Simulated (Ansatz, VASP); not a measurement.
InGa2P3: VASP beside Ansatz

```
In Ga P
1.0
    -1.87915    1.87915    7.92419
     1.87915   -1.87915    7.92419
     1.87915    1.87915   -7.92419
In Ga P
1 2 3
Direct
  0.00000 0.00000 0.00000
  0.66776 0.66776 0.00000
  0.33224 0.33224 0.00000
  0.17169 0.17169 0.00000
  0.82831 0.82831 0.00000
  0.50000 0.50000 0.00000
```

Alike in both runs: functional PBE; k mesh 6 × 6 × 6; occupations gaussian, width 0.1 eV; no spin polarisation.

Ansatz relaxed the structure, and its values are those at the end. VASP's run is a single point on that final structure, the one shown.

```csv
,VASP,Ansatz
version,VASP 6.6.1,Ansatz 0.2.0
potentials or method,"VASP PAW PBE potentials, release 64 (In_d, Ga_d, P), cutoff 520 eV","scalar-relativistic, plane waves, PAW"
valence electrons in the cell,54,54
```

```csv
,VASP,Ansatz,Ansatz less VASP
gap on the k mesh at the Fermi level (eV),none,none,-
pressure (GPa),0.0,0.0,-0.01
rms of the force components (eV/Å),0.010,0.011,+0.0008
```

A gap of «none» marks a metal or a gap that the smearing closes.

The k mesh is coarse, so the values compare programs but aren't converged.
